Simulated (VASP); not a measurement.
# C in VASP: notebook

Aim: see how the results for C move with the level of theory and the settings. Levels: BLYP, PBEsol, LDA. Tasks: single point.

Program: VASP 6.6.1. These are calculated values, not measurements. Logs are shortened: lines on timing, memory, paths and dates and some standing lists are left out, and cuts for length are marked.

**1. The cell of the first run**

The cell holds a slab with vacuum, 4 atoms: a = 2.456 Å, b = 2.456 Å, c = 24.134 Å, α = 90.00°, β = 90.00°, γ = 120.00°.

**2. Single point, BLYP**

INCAR

```
SYSTEM = C
PREC = Accurate
ENCUT = 600
EDIFF = 1E-6
ISMEAR = 1
SIGMA = 0.15
LREAL = .False.
LASPH = .True.
NELM = 120
ALGO = Normal
ISIF = 2
LWAVE = .False.
LCHARG = .False.
GGA = B5
ALDAX = 1.0
AGGAX = 1.0
AGGAC = 1.0
ALDAC = 0.0
NBANDS = 16
GGA_COMPAT = .False.
```

KPOINTS

```
Automatic mesh
0
Gamma
  12 12 1
  0 0 0
```

POSCAR

```
C
1.0
    2.4562300000      0.0000000000      0.0000000000
   -1.2281150000      2.1271575775      0.0000000000
    0.0000000000      0.0000000000     24.1339600000
C
4
Direct
    0.0000000000      0.0000000000      0.5704700000
    0.0000000000      0.0000000000      0.4295300000
    0.3333333333      0.6666666667      0.4295200000
    0.6666666667      0.3333333333      0.5704800000
```

Potentials or basis: VASP PAW PBE potentials, release 64 (C).

Command:

```console
cat potpaw_PBE.64/C/POTCAR > POTCAR
mpirun -np 1 vasp_std > vasp.out
```

OUTCAR:

```text
SYSTEM = C
   PREC = Accurate
   ENCUT = 600
   EDIFF = 1E-6
   ISMEAR = 1
   LREAL = .False.
   LASPH = .True.
   NELM = 120
   ISIF = 2
   GGA = B5

 ion  position               nearest neighbor table
   1  0.000  0.000  0.570-   4 1.42   4 1.42   4 1.42
   2  0.000  0.000  0.430-   3 1.42   3 1.42   3 1.42
   3  0.333  0.667  0.430-   2 1.42   2 1.42   2 1.42
   4  0.667  0.333  0.570-   1 1.42   1 1.42   1 1.42

  LATTYP: Found a hexagonal cell.
 ALAT       =     2.4562300000
 C/A-ratio  =     9.8256107938

  Lattice vectors:

 A1 = (   2.4562300000,   0.0000000000,   0.0000000000)
 A2 = (  -1.2281150000,   2.1271575775,   0.0000000000)
 A3 = (   0.0000000000,   0.0000000000,  24.1339600000)

Analysis of symmetry for initial positions (statically):
=====================================================================
 Subroutine PRICEL returns:
 Original cell was already a primitive cell.

 Routine SETGRP: Setting up the symmetry group for a
 hexagonal supercell.

 Subroutine GETGRP returns: Found 12 space group operations
 (whereof 12 operations were pure point group operations)
 out of a pool of 24 trial point group operations.

The static configuration has the point symmetry D_3d.

Analysis of symmetry for dynamics (positions and initial velocities):
=====================================================================
 Subroutine PRICEL returns:
 Original cell was already a primitive cell.

 Routine SETGRP: Setting up the symmetry group for a
 hexagonal supercell.

 Subroutine GETGRP returns: Found 12 space group operations
 (whereof 12 operations were pure point group operations)
 out of a pool of 24 trial point group operations.

The dynamic configuration has the point symmetry D_3d.

 Subroutine INISYM returns: Found 12 space group operations
 (whereof 12 operations are pure point group operations),
 and found     1 'primitive' translations

----------------------------------------------------------------------------------------

                                     Primitive cell

  volume of cell :     126.0948

  direct lattice vectors                    reciprocal lattice vectors
     2.456230000  0.000000000  0.000000000     0.407127997  0.235055459  0.000000000
    -1.228115000  2.127157577  0.000000000     0.000000000  0.470110917  0.000000000
     0.000000000  0.000000000 24.133960000     0.000000000  0.000000000  0.041435388

  length of vectors
     2.456230000  2.456230000 24.133960000     0.470110917  0.470110917  0.041435388

  position of ions in fractional coordinates (direct lattice)
     0.000000000  0.000000000  0.570470000
     0.000000000  0.000000000  0.429530000
     0.333333333  0.666666667  0.429520000
     0.666666667  0.333333333  0.570480000

  ion indices of the primitive-cell ions
   primitive index   ion index
                 1           1
                 2           2
                 3           3
                 4           4

----------------------------------------------------------------------------------------

 KPOINTS: Automatic mesh

Automatic generation of k-mesh.
 Grid dimensions read from file:
 generate k-points for:   12   12    1

 Generating k-lattice:

  Cartesian coordinates                     Fractional coordinates (reciprocal lattice)
     0.033927333  0.019587955  0.000000000     0.083333333  0.000000000  0.000000000
     0.000000000  0.039175910  0.000000000     0.000000000  0.083333333  0.000000000
     0.000000000  0.000000000  0.041435388     0.000000000  0.000000000  1.000000000

  Length of vectors
     0.039175910  0.039175910  0.041435388

  Shift w.r.t. Gamma in fractional coordinates (k-lattice)
     0.000000000  0.000000000  0.000000000

 Subroutine IBZKPT returns following result:
 ===========================================

 Found     19 irreducible k-points:

 Following reciprocal coordinates:
            Coordinates               Weight
  0.000000  0.000000  0.000000      1.000000
  0.083333  0.000000  0.000000      6.000000
  0.166667 -0.000000  0.000000      6.000000
  0.250000  0.000000  0.000000      6.000000
  0.333333 -0.000000  0.000000      6.000000
  0.416667  0.000000  0.000000      6.000000
[... 11 lines left out ...]
  0.333333  0.250000  0.000000     12.000000
  0.333333  0.333333  0.000000      2.000000
   k-points           NKPTS =     19   k-points in BZ     NKDIM =     19   number of bands    NBANDS=     16
   number of dos      NEDOS =    301   number of ions     NIONS =      4
   total plane-waves  NPLWV =  78400
   dimension x,y,z NGX =    20 NGY =   20 NGZ =  196
   dimension x,y,z NGXF=    40 NGYF=   40 NGZF=  392
   ions per type =               4
   NGX,Y,Z   is equivalent  to a cutoff of  13.54, 13.54, 13.50 a.u.
   NGXF,Y,Z  is equivalent  to a cutoff of  27.07, 27.07, 27.00 a.u.
 SYSTEM =  C
   PREC   = accura    normal or accurate (medium, high low for compatibility)
   ISTART =      0    job   : 0-new  1-cont  2-samecut
   ICHARG =      2    charge: 1-file 2-atom 10-const
   ISPIN  =      1    spin polarized calculation?
   LNONCOLLINEAR =      F non collinear calculations
   LSORBIT =      F    spin-orbit coupling
   LASPH  =      T    aspherical Exc in radial PAW
   ENCUT  =  600.0 eV  44.10 Ry    6.64 a.u.   4.91  4.91 48.20*2*pi/ulx,y,z
   NELM   =    120;   NELMIN=  2; NELMDL= -5     # of ELM steps
   EDIFF  = 0.1E-05   stopping-criterion for ELM
   LREAL  =      F    real-space projection
[... 7 lines left out ...]
   TEBEG  =    0.0;   TEEND  =   0.0 temperature during run
   PSTRESS=    0.0 pullay stress
   NELECT =      16.0000    total number of electrons
   NUPDOWN=      -1.0000    fix difference up-down
   EMIN   =  10.00;   EMAX   =-10.00  energy-range for DOS
   EFERMI =   0.00;   METHOD = LEGACY
   ISMEAR =     1;   SIGMA  =   0.15  broadening in eV -4-tet -1-fermi 0-gaus
   EFERMI_NEDOS =   21; number of points for ismear=-14 and -15
   IALGO  =     38    algorithm
   IMIX   =      4    mixing-type and parameters
     AMIX     =   0.40;   BMIX     =  1.00
     AMIX_MAG =   1.60;   BMIX_MAG =  1.00
  volume/ion in A,a.u.               =      31.52       212.73
  Fermi-wavevector in a.u.,A,eV,Ry     =   0.822651  1.554585  9.207811  0.676755
  Thomas-Fermi vector in A             =   1.934024
   LORBIT       =      0    0 simple, 1 ext, 2 COOP (PROOUT), +10 PAW based schemes
   GGA     = B5    functional components
   LHFCALC =     F    Hartree Fock is set to
   AEXX    =    0.0000 exact exchange contribution
   IVDW    =     0    specifies the selected vdW correction
   LEPSILON=     F    determine dielectric tensor
   LRPA    =     F    only Hartree local field effects (RPA)
 non-spin polarized calculation
 Methfessel and Paxton  Order N= 1 SIGMA  =   0.15
  energy-cutoff  :      600.00
  volume of cell :      126.09
 maximum number of plane-waves:      4269
 NGX is ok and might be reduce to    20
   NGX =  9   NGY =  9   NGZ = 97

 number of electron      16.0000000 magnetization

 Free energy of the ion-electron system (eV)
  ---------------------------------------------------
  ext. energy  EPLUGINS =         0.00000000
  ---------------------------------------------------
  free energy    TOTEN  =       -34.62497226 eV

  energy without entropy =      -34.62392168  energy(sigma->0) =      -34.62462207

 E-fermi :  -1.3958     XC(G=0):  -3.0817

 val. band max:       -1.6980629246   @ k =   0.3333   0.3333   0.0000
 cond. band min:      -1.3956187780   @ k =   0.3333   0.3333   0.0000
 fundamental gap:      0.3024441466
 Fermi energy:        -1.3958200971

 k-point     1 :       0.0000    0.0000    0.0000
  band No.  band energies     occupation
      1     -20.9867      2.00000
      2     -20.8516      2.00000
      3      -9.4929      2.00000
      4      -8.5881      2.00000
      5      -4.5887      2.00000
      6      -4.5887      2.00000
[... 8 lines left out ...]
     15       5.2892      0.00000
     16       7.0427      0.00000

 k-point     2 :       0.0833    0.0000    0.0000
  band No.  band energies     occupation
      1     -20.8221      2.00000
      2     -20.6883      2.00000
      3      -9.2931      2.00000
      4      -8.3943      2.00000
      5      -5.2255      2.00000
      6      -5.2115      2.00000
[... 8 lines left out ...]
     15       5.4993      0.00000
     16       7.1002      0.00000

 k-point     3 :       0.1667   -0.0000    0.0000
  band No.  band energies     occupation
      1     -20.3301      2.00000
      2     -20.2006      2.00000
      3      -8.6985      2.00000
      4      -7.8186      2.00000
      5      -6.8366      2.00000
      6      -6.8094      2.00000
[... 8 lines left out ...]
     15       6.1212      0.00000
     16       7.0610      0.00000

 k-point     4 :       0.2500    0.0000    0.0000
  band No.  band energies     occupation
      1     -19.5169      2.00000
      2     -19.3942      2.00000
      3      -8.9126      2.00000
      4      -8.8702      2.00000
      5      -7.7265      2.00000
      6      -6.8825      2.00000
[... 8 lines left out ...]
     15       6.0315      0.00000
     16       6.7789      0.00000

 k-point     5 :       0.3333   -0.0000    0.0000
  band No.  band energies     occupation
      1     -18.3949      2.00000
      2     -18.2818      2.00000
      3     -11.1018      2.00000
      4     -11.0438      2.00000
      5      -7.3044      2.00000
      6      -7.2825      2.00000
[... 8 lines left out ...]
     15       6.6112      0.00000
     16       6.9950      0.00000

 k-point     6 :       0.4167    0.0000    0.0000
  band No.  band energies     occupation
      1     -16.9962      2.00000
      2     -16.8958      2.00000
      3     -13.1938      2.00000
      4     -13.1225      2.00000
      5      -7.7749      2.00000
      6      -7.7519      2.00000
[... 8 lines left out ...]
     15       8.3688      0.00000
     16       9.0324      0.00000

 k-point     7 :       0.5000    0.0000    0.0000
  band No.  band energies     occupation
      1     -15.7135      2.00000
      2     -15.6635      2.00000
      3     -14.6731      2.00000
      4     -14.6359      2.00000
      5      -7.9365      2.00000
      6      -7.9131      2.00000
[... 8 lines left out ...]
     15      10.1493      0.00000
     16      10.2063      0.00000

 k-point     8 :       0.0833    0.0833    0.0000
  band No.  band energies     occupation
      1     -20.4938      2.00000
      2     -20.3628      2.00000
      3      -8.8958      2.00000
      4      -8.0094      2.00000
      5      -6.2386      2.00000
      6      -6.2249      2.00000
[... 8 lines left out ...]
     15       5.9195      0.00000
     16       7.3886      0.00000

 k-point     9 :       0.1667    0.0833    0.0000
  band No.  band energies     occupation
      1     -19.8412      2.00000
      2     -19.7158      2.00000
      3      -8.1117      2.00000
      4      -7.9283      2.00000
      5      -7.8994      2.00000
      6      -7.2521      2.00000
[... 8 lines left out ...]
     15       6.6986      0.00000
     16       6.7691      0.00000
[... 77 lines left out ...]
 k-point    14 :       0.2500    0.1667    0.0000
  band No.  band energies     occupation
      1     -17.9235      2.00000
      2     -17.8144      2.00000
      3     -10.9622      2.00000
      4     -10.9172      2.00000
      5      -8.9589      2.00000
      6      -8.9281      2.00000
[... 8 lines left out ...]
     15       8.0334      0.00000
     16       8.8838      0.00000

 k-point    15 :       0.3333    0.1667    0.0000
  band No.  band energies     occupation
      1     -16.5453      2.00000
      2     -16.4491      2.00000
      3     -12.8665      2.00000
      4     -12.8022      2.00000
      5      -9.5353      2.00000
      6      -9.4966      2.00000
[... 8 lines left out ...]
     15       9.0640      0.00000
     16       9.6675      0.00000

 k-point    16 :       0.4167    0.1667    0.0000
  band No.  band energies     occupation
      1     -15.2937      2.00000
      2     -15.2457      2.00000
      3     -14.2748      2.00000
      4     -14.2421      2.00000
      5      -9.7203      2.00000
      6      -9.6796      2.00000
[... 8 lines left out ...]
     15      10.2553      0.00000
     16      10.3339      0.00000

 k-point    17 :       0.2500    0.2500    0.0000
  band No.  band energies     occupation
      1     -16.6935      2.00000
      2     -16.5953      2.00000
      3     -11.9855      2.00000
      4     -11.9522      2.00000
      5     -10.4187      2.00000
      6     -10.3944      2.00000
[... 8 lines left out ...]
     15       9.4117      0.00000
     16      10.2547      0.00000

 k-point    18 :       0.3333    0.2500    0.0000
  band No.  band energies     occupation
      1     -15.2683      2.00000
      2     -15.1886      2.00000
      3     -13.4050      2.00000
      4     -13.3517      2.00000
      5     -11.1294      2.00000
      6     -11.0883      2.00000
[... 8 lines left out ...]
     15      11.0375      0.00000
     16      11.1248      0.00000

 k-point    19 :       0.3333    0.3333    0.0000
  band No.  band energies     occupation
      1     -14.0617      2.00000
      2     -14.0178      2.00000
      3     -14.0178      2.00000
      4     -13.9779      2.00000
      5     -11.9934      2.00000
      6     -11.9934      2.00000
[... 8 lines left out ...]
     15      11.4875      0.00000
     16      12.2367      0.00000

------------------------ aborting loop because EDIFF is reached ----------------------------------------

  FORCE on cell =-STRESS in cart. coord.  units (eV):
  Direction    XX          YY          ZZ          XY          YZ          ZX
  --------------------------------------------------------------------------------------
  -------------------------------------------------------------------------------------
  Total        1.8743888      1.8743888      0.4313369     -0.0000000      0.0000000      0.0000000
  in kB       23.8162274     23.8162274      5.4806223     -0.0000000      0.0000000      0.0000000
  external PRESSURE =      17.7043590 kB  Pullay stress =       0.0000000 kB

 VOLUME and BASIS-vectors are now :
 -----------------------------------------------------------------------------
  energy-cutoff  :      600.00
  volume of cell :      126.09
      direct lattice vectors                 reciprocal lattice vectors
     2.456230000  0.000000000  0.000000000     0.407127997  0.235055459  0.000000000
    -1.228115000  2.127157577  0.000000000     0.000000000  0.470110917  0.000000000
     0.000000000  0.000000000 24.133960000     0.000000000  0.000000000  0.041435388

 POSITION                                       TOTAL-FORCE (eV/Angst)
 -----------------------------------------------------------------------------------
      0.00000      0.00000     13.76770         0.000000     -0.000000      0.062042
      0.00000      0.00000     10.36626        -0.000000      0.000000     -0.062042
     -0.00000      1.41811     10.36602         0.000000     -0.000000     -0.083844
      1.22812      0.70905     13.76794        -0.000000      0.000000      0.083844
 -----------------------------------------------------------------------------------
    total drift:                               -0.000000      0.000000      0.000000

  FREE ENERGIE OF THE ION-ELECTRON SYSTEM (eV)
  ---------------------------------------------------
  free  energy   TOTEN  =       -34.6249722614 eV

  energy  without entropy=      -34.6239216818  energy(sigma->0) =      -34.62462207
```

It took 71 s on 1 thread of Intel Xeon Platinum 8488C (Sapphire Rapids), shared host; peak memory 0.26 GiB.

Results:

```yaml
Free_energy: -34.6250 eV
Largest_force: 0.084 eV/Å
Band_gap_on_the_k_mesh: zero (filled and empty bands touch)
```

Forces on the atoms (eV/Å):
```
C    0.000  0.000  0.062
C    0.000  0.000 -0.062
C    0.000  0.000 -0.084
C    0.000  0.000  0.084
```

Levels at points of the mesh, in eV from the Fermi level:
| k point | band 5 | band 6 | band 7 | band 8 | band 9 | band 10 | band 11 | band 12 |
| --- | --- | --- | --- | --- | --- | --- | --- | --- |
| (0.00, 0.00, 0.00) | -3.19 | -3.19 | -3.19 | -3.19 | 3.23 | 3.60 | 4.02 | 4.73 |
| (0.50, 0.00, 0.00) | -6.54 | -6.52 | -2.55 | -2.22 | 1.56 | 1.88 | 7.53 | 7.71 |

Caveat: the PAW data sets were made with another functional, which shifts forces and pressure a little.

**3. Single point, PBEsol**

INCAR

```
SYSTEM = C
PREC = Accurate ; ENCUT = 600
EDIFF = 1E-6 ; ISMEAR = 1
SIGMA = 0.15 ; LREAL = .False.
LASPH = .True. ; NELM = 120
ALGO = Normal ; ISIF = 2
LWAVE = .False. ; LCHARG = .False.
GGA = PS ; NBANDS = 16
GGA_COMPAT = .False.
```

KPOINTS

```
regular mesh
0
Gamma
  12 12 1
  0 0 0
```

POSCAR is that of step 2.

Potentials or basis: VASP PAW PBE potentials, release 64 (C).

Command:

```console
cat potpaw_PBE.64/C/POTCAR > POTCAR
mpirun -np 1 vasp_std > vasp.out
```

Run time: 57 s. Hardware: 1 thread of Intel Xeon Platinum 8488C (Sapphire Rapids), shared host; peak memory 0.27 GiB.

The run converged. Its results:

```yaml
Free_energy: -38.5726 eV
Largest_force: 0.021 eV/Å
Band_gap_on_the_k_mesh: zero (filled and empty bands touch)
```

Forces in eV/Å, atoms in the order of the input:
```
C    0.000  0.000  0.005
C    0.000  0.000 -0.005
C    0.000  0.000 -0.021
C    0.000  0.000  0.021
```

Levels at points of the mesh, in eV from the Fermi level:
| k point | band 4 | band 5 | band 6 | band 7 | band 8 | band 9 | band 10 | band 11 | band 12 | band 13 |
| --- | --- | --- | --- | --- | --- | --- | --- | --- | --- | --- |
| (0.00, 0.00, 0.00) | -7.25 | -2.99 | -2.99 | -2.98 | -2.98 | 3.48 | 3.91 | 4.38 | 5.14 | 5.47 |
| (0.50, 0.00, 0.00) | -13.28 | -6.43 | -6.40 | -2.56 | -2.23 | 1.51 | 1.86 | 7.38 | 7.57 | 11.23 |

Caveat: the PAW data sets were made with another functional, which shifts forces and pressure a little.

**4. Single point, LDA**

INCAR

```
PREC     = Accurate       # precision mode
ENCUT    = 600            # plane-wave cutoff, eV
EDIFF    = 1E-6           # SCF threshold, eV
ISMEAR   = 1              # smearing method
SIGMA    = 0.15           # smearing width, eV
LREAL    = False          # projectors in reciprocal space
LASPH    = True           # aspherical terms in the spheres
NELM     = 120            # most SCF steps
ALGO     = Normal         # electronic algorithm
ISIF     = 2              # what is computed and relaxed
LWAVE    = False          # write WAVECAR
LCHARG   = False          # write CHGCAR
GGA      = CA             # functional
NBANDS   = 16             # bands
GGA_COMPAT= False
```

KPOINTS

```
Automatic mesh
0
Gamma
  12 12 1
```

POSCAR is that of step 3.

Potentials or basis: VASP PAW LDA potentials, release 64 (C).

Command:

```console
cat potpaw_LDA.64/C/POTCAR > POTCAR
mpirun -np 1 vasp_std > vasp.out
```

Wall time 40 s (1 thread of Intel Xeon Platinum 8488C (Sapphire Rapids), shared host); peak memory 0.21 GiB.

Results (log left out):

```yaml
Free_energy: -40.4030 eV
Largest_force: 0.022 eV/Å
Band_gap_on_the_k_mesh: zero (filled and empty bands touch)
```

Forces in eV/Å, atoms in the order of the input:
```
C    0.000  0.000 -0.022
C    0.000  0.000  0.022
C    0.000  0.000  0.004
C    0.000  0.000 -0.004
```

Levels at points of the mesh, in eV from the Fermi level:
```
           k point  band 4  band 5  band 6  band 7  band 8  band 9  band 10  band 11  band 12  band 13
(0.00, 0.00, 0.00)   -7.23   -3.02   -3.02   -3.01   -3.01    3.47     4.01     4.58     5.30     5.61
(0.50, 0.00, 0.00)  -13.18   -6.43   -6.41   -2.56   -2.22    1.49     1.84     7.49     7.68    11.14
```

**5. Summary**

| level | potentials or basis | gap on the mesh (eV) | largest force (eV/Å) |
| --- | --- | --- | --- |
| BLYP | VASP PAW PBE potentials, release 64 (C) | none | 0.08 |
| PBEsol | VASP PAW PBE potentials, release 64 (C) | none | 0.02 |
| LDA | VASP PAW LDA potentials, release 64 (C) | none | 0.02 |

Alike in all rows: task single point; no spin polarisation; cell as given; k mesh 12 × 12 × 1; cutoff (eV) 600; smearing methfessel-paxton 0.15 eV.

Caveats: the PAW data sets were made with another functional, which shifts forces and pressure a little (at least some runs).

Total energies depend on the potentials used, so only differences within one code and one set of settings carry meaning.
